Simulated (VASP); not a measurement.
Runs of VASP 6.6.1 on MgTe. The structure is that of space group P6_3mc (No. 186), or close to it. The cells are those of the table. 

| cell | gap on the mesh (eV) | pressure (GPa) |
| --- | --- | --- |
| atoms relaxed from a = 4.485, b = 4.485, c = 7.303 Å, angles 90.0, 90.0, 120.0°, 4 atoms | 3.45 | 2.5 |
| atoms relaxed from a = 4.639, b = 4.639, c = 7.553 Å, angles 90.0, 90.0, 120.0°, 4 atoms | 2.95 | -1.5 |
| atoms relaxed from a = 4.579, b = 4.579, c = 7.455 Å, angles 90.0, 90.0, 120.0°, 4 atoms | (a) | -0.1 |
| atoms relaxed from a = 4.517, b = 4.517, c = 7.354 Å, angles 90.0, 90.0, 120.0°, 4 atoms | 3.34 | 1.5 |

Alike in all rows: task relaxation of the atoms; level r2SCAN; potentials or basis VASP PAW PBE potentials, release 64 (Mg, Te); no spin polarisation; k mesh 6 × 6 × 4; cutoff (eV) 580; smearing fermi-dirac 0.02 eV.

Task: Estimate the missing entries.

Result: (a) 3.14.

Caveats: the relaxation stopped at its first step, so nothing moved; the PAW data sets were made with another functional, which shifts forces and pressure a little; spin-orbit coupling is left out, which moves the levels of the heavy elements.

A k mesh can miss the band edges, and the runs leave out spin-orbit coupling on Te.
